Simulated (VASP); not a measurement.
I, 1 atom in the cell. The structure is cubic, space group Pm-3m (No. 221). Conventional cell: a = 3.136 Å, b = 3.136 Å, c = 3.136 Å, α = 90.00°, β = 90.00°, γ = 90.00°. I (site symmetry m-3m) has 6 I at 3.14 Å within 4.1 Å. 

| Item | Value |
| --- | --- |
| Program | VASP 6.6.1 |
| Task | single point |
| Functional | PBE |
| Potentials or basis | VASP PAW PBE potentials, release 64 (I) |
| Cutoff | 520 eV |
| k mesh | 12 × 12 × 12 |
| Occupations | fermi-dirac, width 0.05 eV |
| Spin | no spin polarisation |
| Dipole correction | no |
| Further INCAR settings | ALGO = Normal; EDIFF = 1e-06; NBANDS = 10 |

Potentials or basis: VASP PAW PBE potentials, release 64 (I).

Command:

```sh
$ cat potpaw_PBE.64/I/POTCAR > POTCAR
$ mpirun -np 1 vasp_std > vasp.out
```

Hardware: 1 thread of Intel Xeon 8259CL, with other jobs on the host.

Problem. How long does it take, and how much memory?

Solution. Run time: 15 s on 1 thread of Intel Xeon 8259CL (shared host), peak memory 0.15 GiB. Counts: scf iterations 10, k points 84.
